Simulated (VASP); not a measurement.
# Cd (Fmmm) in VASP: a series of runs

The runs below take Cd through single point, with PBE.

All numbers are computed with VASP 6.6.1; they aren't measurements. Logs are shortened: lines on timing, memory, paths and dates and some standing lists are left out, and cuts for length are marked.

## Step 1: The cell of the first run

Symmetry: Fmmm, No. 69, orthorhombic system. Conventional cell: a = 4.448 Å, b = 4.508 Å, c = 4.568 Å, α = 90.00°, β = 90.00°, γ = 90.00°. Cd (site symmetry mmm) has 12 Cd at 3.17 to 3.21 Å within 4.2 Å.

## Step 2: Single point, PBE (normal strain along x -0.0133, normal strain along y +0.0133)

INCAR reads:

```
PREC     = Accurate       # precision mode
ENCUT    = 520            # plane-wave cutoff, eV
EDIFF    = 1E-7           # SCF threshold, eV
ISMEAR   = 0              # smearing method
SIGMA    = 0.15           # smearing width, eV
LREAL    = F              # projectors in reciprocal space
LASPH    = T              # aspherical terms in the spheres
NELM     = 60             # most SCF steps
ALGO     = Fast           # electronic algorithm
ISIF     = 2              # what is computed and relaxed
LWAVE    = F              # write WAVECAR
LCHARG   = T              # write CHGCAR
GGA      = PE             # functional
LELF     = T              # ELF
LVHAR    = T            
NBANDS   = 12             # bands
```

KPOINTS reads:

```
Automatic mesh
0
Gamma
  18 18 18
```

POSCAR reads:

```
Cd
1.0
    0.0000000000      2.2841337375      2.2541534960
    2.2241732545      0.0000000000      2.2541534960
    2.2241732545      2.2841337375      0.0000000000
Cd
1
Direct
    0.0000000000      0.0000000000      0.0000000000
```

Potentials or basis: VASP PAW PBE potentials, release 64 (Cd).

Command:

```
$ cat potpaw_PBE.64/Cd/POTCAR > POTCAR
$ mpirun -np 1 vasp_std > vasp.out
```

OUTCAR:

```text
PREC = Accurate
   ENCUT = 520
   EDIFF = 1E-7
   ISMEAR = 0
   LREAL = F
   LASPH = T
   NELM = 60
   ISIF = 2
   GGA = PE

 ion  position               nearest neighbor table
   1  0.000  0.000  0.000-

  LATTYP: Found a face centered orthorhombic cell.
 ALAT       =     4.4483465090
 B/A-ratio  =     1.0134792744
 C/A-ratio  =     1.0269585487

  Lattice vectors:

 A1 = (   0.0000000000,   2.2841337375,  -2.2541534960)
 A2 = (   2.2241732545,   2.2841337375,   0.0000000000)
 A3 = (   2.2241732545,   0.0000000000,  -2.2541534960)

Analysis of symmetry for initial positions (statically):
=====================================================================
 Subroutine PRICEL returns:
 Original cell was already a primitive cell.

 Routine SETGRP: Setting up the symmetry group for a
 face centered orthorhombic supercell.

 Subroutine GETGRP returns: Found  8 space group operations
 (whereof  8 operations were pure point group operations)
 out of a pool of  8 trial point group operations.

The static configuration has the point symmetry D_2h.

Analysis of symmetry for dynamics (positions and initial velocities):
=====================================================================
 Subroutine PRICEL returns:
 Original cell was already a primitive cell.

 Routine SETGRP: Setting up the symmetry group for a
 face centered orthorhombic supercell.

 Subroutine GETGRP returns: Found  8 space group operations
 (whereof  8 operations were pure point group operations)
 out of a pool of  8 trial point group operations.

The dynamic configuration has the point symmetry D_2h.

 Subroutine INISYM returns: Found  8 space group operations
 (whereof  8 operations are pure point group operations),
 and found     1 'primitive' translations

----------------------------------------------------------------------------------------

                                     Primitive cell

  volume of cell :      22.9036

  direct lattice vectors                    reciprocal lattice vectors
     0.000000000  2.284133737  2.254153496    -0.224802631  0.218901368  0.221812756
     2.224173255  0.000000000  2.254153496     0.224802631 -0.218901368  0.221812756
     2.224173255  2.284133737  0.000000000     0.224802631  0.218901368 -0.221812756

  length of vectors
     3.209123699  3.166726172  3.188136383     0.384258937  0.384258937  0.384258937

  position of ions in fractional coordinates (direct lattice)
     0.000000000  0.000000000  0.000000000

  ion indices of the primitive-cell ions
   primitive index   ion index
                 1           1

----------------------------------------------------------------------------------------

 KPOINTS: Automatic mesh

Automatic generation of k-mesh.
 Grid dimensions read from file:
 generate k-points for:   18   18   18

 Generating k-lattice:

  Cartesian coordinates                     Fractional coordinates (reciprocal lattice)
    -0.012489035  0.012161187  0.012322931     0.055555556  0.000000000  0.000000000
     0.012489035 -0.012161187  0.012322931     0.000000000  0.055555556  0.000000000
     0.012489035  0.012161187 -0.012322931     0.000000000  0.000000000  0.055555556

  Length of vectors
     0.021347719  0.021347719  0.021347719

  Shift w.r.t. Gamma in fractional coordinates (k-lattice)
     0.000000000  0.000000000  0.000000000

 Subroutine IBZKPT returns following result:
 ===========================================

 Found    865 irreducible k-points:

 Following reciprocal coordinates:
            Coordinates               Weight
  0.000000  0.000000  0.000000      1.000000
  0.055556  0.000000  0.000000      8.000000
  0.111111  0.000000  0.000000      8.000000
  0.166667  0.000000 -0.000000      8.000000
  0.222222  0.000000  0.000000      8.000000
  0.277778  0.000000  0.000000      8.000000
[... 16 lines left out ...]
 -0.277778  0.055556  0.000000      8.000000
 -0.222222  0.055556  0.000000      8.000000
 [... further k-points ...]
   k-points           NKPTS =    865   k-points in BZ     NKDIM =    865   number of bands    NBANDS=     12
   number of dos      NEDOS =    301   number of ions     NIONS =      1
   total plane-waves  NPLWV =  13824
   dimension x,y,z NGX =    24 NGY =   24 NGZ =   24
   dimension x,y,z NGXF=    48 NGYF=   48 NGZF=   48
   ions per type =               1
   NGX,Y,Z   is equivalent  to a cutoff of  12.43, 12.60, 12.51 a.u.
   NGXF,Y,Z  is equivalent  to a cutoff of  24.87, 25.20, 25.03 a.u.
 SYSTEM =  unknown system
   PREC   = accura    normal or accurate (medium, high low for compatibility)
   ISTART =      0    job   : 0-new  1-cont  2-samecut
   ICHARG =      2    charge: 1-file 2-atom 10-const
   ISPIN  =      1    spin polarized calculation?
   LNONCOLLINEAR =      F non collinear calculations
   LSORBIT =      F    spin-orbit coupling
   LASPH  =      T    aspherical Exc in radial PAW
   ENCUT  =  520.0 eV  38.22 Ry    6.18 a.u.   5.97  5.89  5.93*2*pi/ulx,y,z
   NELM   =     60;   NELMIN=  2; NELMDL= -5     # of ELM steps
   EDIFF  = 0.1E-06   stopping-criterion for ELM
   LREAL  =      F    real-space projection
   EDIFFG = 0.1E-05   stopping-criterion for IOM
   NSW    =      0    number of steps for IOM
   IBRION =     -1    ionic relax: 0-MD 1-quasi-New 2-CG
   NFREE  =      0    steps in history (QN), initial steepest desc. (CG)
   ISIF   =      2    stress and relaxation
   ISYM   =      2    0-nonsym 1-usesym 2-fastsym
   POTIM  = 0.5000    time-step for ionic-motion
   TEBEG  =    0.0;   TEEND  =   0.0 temperature during run
   PSTRESS=    0.0 pullay stress
   NELECT =      12.0000    total number of electrons
   NUPDOWN=      -1.0000    fix difference up-down
   EMIN   =  10.00;   EMAX   =-10.00  energy-range for DOS
   EFERMI =   0.00;   METHOD = LEGACY
   ISMEAR =     0;   SIGMA  =   0.15  broadening in eV -4-tet -1-fermi 0-gaus
   EFERMI_NEDOS =   21; number of points for ismear=-14 and -15
   IALGO  =     68    algorithm
   IMIX   =      4    mixing-type and parameters
     AMIX     =   0.40;   BMIX     =  1.00
     AMIX_MAG =   1.60;   BMIX_MAG =  1.00
  volume/ion in A,a.u.               =      22.90       154.56
  Fermi-wavevector in a.u.,A,eV,Ry     =   1.319777  2.494018 23.698798  1.741813
  Thomas-Fermi vector in A             =   2.449651
   LORBIT       =      0    0 simple, 1 ext, 2 COOP (PROOUT), +10 PAW based schemes
   GGA     = PE    functional components
   LHFCALC =     F    Hartree Fock is set to
   AEXX    =    0.0000 exact exchange contribution
   IVDW    =     0    specifies the selected vdW correction
   LEPSILON=     F    determine dielectric tensor
   LRPA    =     F    only Hartree local field effects (RPA)
 non-spin polarized calculation
 RMM-DIIS sequential band-by-band and
 Gauss-broadening in eV      SIGMA  =   0.15
  energy-cutoff  :      520.00
  volume of cell :       22.90
 maximum number of plane-waves:       631
   NGX = 11   NGY = 11   NGZ = 11

 number of electron      11.9999994 magnetization

 Free energy of the ion-electron system (eV)
  ---------------------------------------------------
  ext. energy  EPLUGINS =         0.00000000
  ---------------------------------------------------
  free energy    TOTEN  =        -0.74119410 eV

  energy without entropy =       -0.73685990  energy(sigma->0) =       -0.73902700

 E-fermi :   2.4455     XC(G=0): -10.7343

 val. band max:        2.4448101753   @ k =   0.5000  -0.3889   0.1111
 cond. band min:       2.4534918407   @ k =   0.1111   0.5000   0.0556
 fundamental gap:      0.0086816654
 Fermi energy:         2.4455242131

 k-point     1 :       0.0000    0.0000    0.0000
  band No.  band energies     occupation
      1      -6.5560      2.00000
      2      -6.5152      2.00000
      3      -6.4768      2.00000
      4      -6.1401      2.00000
      5      -6.0786      2.00000
      6      -5.9392      2.00000
      7      16.2276      0.00000
      8      16.9586      0.00000
      9      16.9749      0.00000
     10      16.9971      0.00000
     11      20.2405      0.00000
     12      20.2857      0.00000

 k-point     2 :       0.0556    0.0000    0.0000
  band No.  band energies     occupation
      1      -6.5510      2.00000
      2      -6.5095      2.00000
      3      -6.4706      2.00000
      4      -6.1421      2.00000
      5      -6.0823      2.00000
      6      -5.8620      2.00000
      7      15.6235      0.00000
      8      16.4454      0.00000
      9      16.8410      0.00000
     10      16.8442      0.00000
     11      20.4809      0.00000
     12      20.5347      0.00000

 k-point     3 :       0.1111    0.0000    0.0000
  band No.  band energies     occupation
      1      -6.5614      2.00000
      2      -6.4900      2.00000
      3      -6.4467      2.00000
      4      -6.1434      2.00000
      5      -6.0896      2.00000
      6      -5.6208      2.00000
      7      13.6877      0.00000
      8      16.3676      0.00000
      9      16.5045      0.00000
     10      16.5558      0.00000
     11      20.6976      0.00000
     12      21.0985      0.00000
[... 286 lines left out ...]
 k-point    23 :      -0.2778    0.0556    0.0000
  band No.  band energies     occupation
      1      -6.7662      2.00000
      2      -6.4662      2.00000
      3      -6.4063      2.00000
      4      -6.0258      2.00000
      5      -5.9556      2.00000
      6      -3.4992      2.00000
      7       6.9825      0.00000
      8      13.6199      0.00000
      9      15.8331      0.00000
     10      16.5512      0.00000
     11      18.7421      0.00000
     12      19.5603      0.00000

 k-point    24 :      -0.2222    0.0556    0.0000
  band No.  band energies     occupation
      1      -6.6917      2.00000
      2      -6.4455      2.00000
      3      -6.3908      2.00000
      4      -6.1062      2.00000
      5      -6.0265      2.00000
      6      -4.3052      2.00000
      7       8.9287      0.00000
      8      13.8540      0.00000
      9      16.3971      0.00000
     10      16.9389      0.00000
     11      19.0027      0.00000
     12      19.8703      0.00000

 [... further k-points ...]

------------------------ aborting loop because EDIFF is reached ----------------------------------------

  FORCE on cell =-STRESS in cart. coord.  units (eV):
  Direction    XX          YY          ZZ          XY          YZ          ZX
  --------------------------------------------------------------------------------------
  -------------------------------------------------------------------------------------
  Total        0.0652453     -0.0368800      0.0227913      0.0000000      0.0000000      0.0000000
  in kB        4.5641093     -2.5798675      1.5943244      0.0000000      0.0000000      0.0000000
  external PRESSURE =       1.1928554 kB  Pullay stress =       0.0000000 kB

 VOLUME and BASIS-vectors are now :
 -----------------------------------------------------------------------------
  energy-cutoff  :      520.00
  volume of cell :       22.90
      direct lattice vectors                 reciprocal lattice vectors
     0.000000000  2.284133737  2.254153496    -0.224802631  0.218901368  0.221812756
     2.224173255  0.000000000  2.254153496     0.224802631 -0.218901368  0.221812756
     2.224173255  2.284133737  0.000000000     0.224802631  0.218901368 -0.221812756

 POSITION                                       TOTAL-FORCE (eV/Angst)
 -----------------------------------------------------------------------------------
      0.00000      0.00000      0.00000         0.000000      0.000000     -0.000000
 -----------------------------------------------------------------------------------
    total drift:                               -0.000000     -0.000000     -0.000000

  FREE ENERGIE OF THE ION-ELECTRON SYSTEM (eV)
  ---------------------------------------------------
  free  energy   TOTEN  =        -0.7411940972 eV

  energy  without entropy=       -0.7368598991  energy(sigma->0) =       -0.73902700
```

Run time: 6 min. Hardware: 1 thread of AMD EPYC 7R13, shared host; peak memory 0.3 GiB.

What came out:

```
Free energy            : -0.7412 eV
Pressure               : 0.1 GPa
Band gap on the k mesh : zero (band 6 reaches 4.21 eV, above the bottom of band 7 at 1.11 eV)
```

Stress tensor (GPa, compression positive):
```
 0.46  0.00  0.00
 0.00 -0.26  0.00
 0.00  0.00  0.16
```

Levels at points of the mesh, in eV from the Fermi level:
```tsv
k point	band 3	band 4	band 5	band 6	band 7	band 8	band 9	band 10
(0.00, 0.00, 0.00)	-8.92	-8.59	-8.52	-8.38	13.78	14.51	14.53	14.55
(0.50, 0.00, 0.00)	-8.93	-8.23	-8.20	-2.08	-1.34	11.87	12.35	13.03
(0.50, 0.50, 0.00)	-8.24	-8.16	-8.10	-0.63	1.26	6.63	6.74	10.76
(0.50, 0.00, 0.50)	-8.24	-8.15	-8.12	-0.79	0.99	6.86	6.91	10.96
(0.00, 0.50, 0.50)	-8.24	-8.14	-8.11	-0.46	1.53	6.45	6.50	10.52
```

Caveat: the cell differs from its parent crystal (normal strain along x -0.0133, normal strain along y +0.0133).

## Step 3: Single point, PBE (normal strain along x -0.0133, normal strain along y +0.0267)

INCAR reads:

```
  PREC = Accurate
  ENCUT = 520
  EDIFF = 1E-6
  ISMEAR = 0
  SIGMA = 0.15
  LREAL = F
  LASPH = T
  NELM = 100
  ALGO = Fast
  ISIF = 2
  LWAVE = F
  LCHARG = F
  GGA = PE
  NBANDS = 12
```

KPOINTS reads:

```
regular mesh
0
Gamma
  18 18 18
```

POSCAR reads:

```
Cd
1.0
    0.0000000000      2.3143393943      2.2541534960
    2.2241732545      0.0000000000      2.2541534960
    2.2241732545      2.3143393943      0.0000000000
Cd
1
Direct
    0.0000000000      0.0000000000      0.0000000000
```

Potentials or basis: VASP PAW PBE potentials, release 64 (Cd).

Command:

```
$ cat potpaw_PBE.64/Cd/POTCAR > POTCAR
$ mpirun -np 1 vasp_std > vasp.out
```

It took 4.8 min on 1 thread of AMD EPYC 7R13, shared host; peak memory 0.3 GiB.

Results (log left out):

```
Free energy            : -0.7400 eV
Pressure               : -0.4 GPa
Band gap on the k mesh : zero (band 6 reaches 4.20 eV, above the bottom of band 7 at 1.00 eV)
```

Stress tensor (GPa, compression positive):
```
 0.09  0.00  0.00
 0.00 -0.99  0.00
 0.00  0.00 -0.16
```

Levels at points of the mesh, in eV from the Fermi level:
```csv
k point,band 2,band 3,band 4,band 5,band 6,band 7,band 8,band 9,band 10,band 11
"(0.00, 0.00, 0.00)",-8.92,-8.88,-8.59,-8.49,-8.30,13.74,14.38,14.39,14.44,17.65
"(0.50, 0.00, 0.00)",-8.97,-8.89,-8.23,-8.19,-2.03,-1.36,11.54,12.36,13.06,15.47
"(0.50, 0.50, 0.00)",-9.42,-8.23,-8.16,-8.09,-0.55,1.30,6.50,6.65,10.58,10.64
"(0.50, 0.00, 0.50)",-9.41,-8.23,-8.14,-8.12,-0.86,0.77,6.95,7.00,11.00,11.03
"(0.00, 0.50, 0.50)",-9.42,-8.23,-8.15,-8.09,-0.37,1.57,6.31,6.42,10.34,10.45
```

Caveat: the cell differs from its parent crystal (normal strain along x -0.0133, normal strain along y +0.0267).

## Step 4: Single point, PBE (normal strain along x -0.0133, normal strain along y +0.0400)

INCAR reads:

```
SYSTEM = Cd
ALGO = Fast
EDIFF = 1E-7
ENCUT = 520
GGA = PE
ISIF = 2
ISMEAR = 0
LASPH = .TRUE.
LCHARG = .TRUE.
LELF = .TRUE.
LREAL = .FALSE.
LVHAR = .TRUE.
LWAVE = .FALSE.
NBANDS = 12
NELM = 80
PREC = Accurate
SIGMA = 0.15
```

KPOINTS reads:

```
k-points
0
G
  18 18 18
  0 0 0
```

POSCAR reads:

```
Cd
1.0
    0.0000000000      2.3443196358      2.2541534960
    2.2241732545      0.0000000000      2.2541534960
    2.2241732545      2.3443196358      0.0000000000
Cd
1
Direct
    0.0000000000      0.0000000000      0.0000000000
```

Command:

```
$ cat potpaw_PBE.64/Cd/POTCAR > POTCAR
$ mpirun -np 1 vasp_std > vasp.out
```

Run time: 5.7 min. Hardware: 1 thread of AMD EPYC 7R13, shared host; peak memory 0.3 GiB.

The run converged. Its results:

- Free energy: -0.7373 eV
- Pressure: -0.9 GPa
- Band gap on the k mesh: zero (band 6 reaches 4.02 eV, above the bottom of band 7 at 0.90 eV)

Stress tensor (GPa, compression positive):
```
-0.27  0.00  0.00
 0.00 -1.78  0.00
 0.00  0.00 -0.50
```

Levels at points of the mesh, in eV from the Fermi level:
| k point | band 3 | band 4 | band 5 | band 6 | band 7 | band 8 | band 9 | band 10 |
| --- | --- | --- | --- | --- | --- | --- | --- | --- |
| (0.00, 0.00, 0.00) | -8.85 | -8.59 | -8.47 | -8.22 | 13.69 | 14.24 | 14.25 | 14.33 |
| (0.50, 0.00, 0.00) | -8.85 | -8.24 | -8.18 | -1.99 | -1.38 | 11.22 | 12.38 | 13.10 |
| (0.50, 0.50, 0.00) | -8.23 | -8.18 | -8.08 | -0.47 | 1.33 | 6.36 | 6.57 | 10.41 |
| (0.50, 0.00, 0.50) | -8.23 | -8.15 | -8.13 | -0.94 | 0.56 | 7.03 | 7.08 | 11.02 |
| (0.00, 0.50, 0.50) | -8.23 | -8.16 | -8.08 | -0.30 | 1.60 | 6.17 | 6.34 | 10.17 |

Caveat: the cell differs from its parent crystal (normal strain along x -0.0133, normal strain along y +0.0400).

## Step 5: Single point, PBE (normal strain along x +0.0133, normal strain along y +0.0267)

INCAR reads:

```
SYSTEM = Cd
ALGO = Fast
EDIFF = 1E-6
ENCUT = 520
GGA = PE
ISIF = 2
ISMEAR = 0
LASPH = .TRUE.
LCHARG = .FALSE.
LREAL = .FALSE.
LWAVE = .FALSE.
NBANDS = 12
NELM = 60
PREC = Accurate
SIGMA = 0.15
```

KPOINTS is that of step 4.

POSCAR reads:

```
Cd
1.0
    0.0000000000      2.3143393943      2.2541534960
    2.2841337375      0.0000000000      2.2541534960
    2.2841337375      2.3143393943      0.0000000000
Cd
1
Direct
    0.0000000000      0.0000000000      0.0000000000
```

Command:

```
$ cat potpaw_PBE.64/Cd/POTCAR > POTCAR
$ mpirun -np 1 vasp_std > vasp.out
```

It took 4.5 min on 1 thread of AMD EPYC 7R13, shared host; peak memory 0.31 GiB.

The run converged. Its results:

* Free energy: -0.7374 eV
* Pressure: -1.3 GPa
* Band gap on the k mesh: zero (band 6 reaches 3.93 eV, above the bottom of band 7 at 0.79 eV)

Stress tensor (GPa, compression positive):
```
-1.30  0.00  0.00
 0.00 -1.67  0.00
 0.00  0.00 -1.02
```

Levels at points of the mesh, in eV from the Fermi level:
```
           k point  band 4  band 5  band 6  band 7  band 8  band 9
(0.00, 0.00, 0.00)   -8.53   -8.47   -8.11   13.63   14.11   14.13
(0.50, 0.00, 0.00)   -8.20   -8.17   -1.93   -1.39   11.54   12.01
(0.50, 0.50, 0.00)   -8.12   -8.09   -0.37    1.38    6.32    6.37
(0.50, 0.00, 0.50)   -8.12   -8.10   -0.69    0.86    6.72    6.77
(0.00, 0.50, 0.50)   -8.13   -8.08   -0.53    1.12    6.50    6.60
```

Caveat: the cell differs from its parent crystal (normal strain along x +0.0133, normal strain along y +0.0267).

## Step 6: Overview

```tsv
cell	further INCAR settings	gap on the mesh (eV)	pressure (GPa)
a = 3.209, b = 3.167, c = 3.188 Å, angles 60.7, 59.3, 60.0°, 1 atom	ALGO = Fast; EDIFF = 1e-07; NBANDS = 12	none	0.1
a = 3.231, b = 3.167, c = 3.210 Å, angles 60.9, 58.9, 60.2°, 1 atom	ALGO = Fast; EDIFF = 1e-06; NBANDS = 12	none	-0.4
a = 3.252, b = 3.167, c = 3.232 Å, angles 61.1, 58.5, 60.4°, 1 atom	ALGO = Fast; EDIFF = 1e-07; NBANDS = 12	none	-0.9
a = 3.231, b = 3.209, c = 3.252 Å, angles 60.0, 59.3, 60.7°, 1 atom	ALGO = Fast; EDIFF = 1e-06; NBANDS = 12	none	-1.3
```

Alike in all rows: task single point; level PBE; potentials or basis VASP PAW PBE potentials, release 64 (Cd); no spin polarisation; k mesh 18 × 18 × 18; cutoff (eV) 520; smearing gaussian 0.15 eV.

Absolute energies hang on the potentials; compare differences alone.
